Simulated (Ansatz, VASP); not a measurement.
One calculation of MgS, two programs

```
Mg S
1.0
     2.84861    2.84861    0.00000
    -2.84861    2.84861    0.00000
     0.06043    0.06043    5.69721
Mg S
2 2
Direct
  0.00000 0.00000 0.00000
  0.50000 0.50000 0.50000
  0.50000 0.00000 0.25000
  0.00000 0.50000 0.75000
```

Change from the starting cell: shear of c along a, cell held, atoms relaxed: +1.5 %.

Alike in both runs: task relaxation of the atoms; functional PBE; k mesh 6 × 6 × 4; occupations gaussian, width 0.02 eV; no spin polarisation.

|  | VASP | Ansatz |
| --- | --- | --- |
| version | VASP 6.6.1 | Ansatz 0.2.0 |
| potentials or method | VASP PAW PBE potentials, release 64 (Mg, S), cutoff 520 eV | scalar-relativistic, plane waves, PAW |
| valence electrons in the cell | 16 | 32 |

VASP gave:

| Property | Result |
| --- | --- |
| gap on the k mesh at the Fermi level, each at its own relaxed structure (eV) | 3.32 |

Question: Which values does Ansatz return?

Answer: gap on the k mesh at the Fermi level, each at its own relaxed structure (eV): 3.33.

VASP's potentials hold 16 valence electrons a cell and Ansatz's 32, so a difference there can come from the potentials and not from the codes. Ansatz's warnings: stress scf threshold loose.
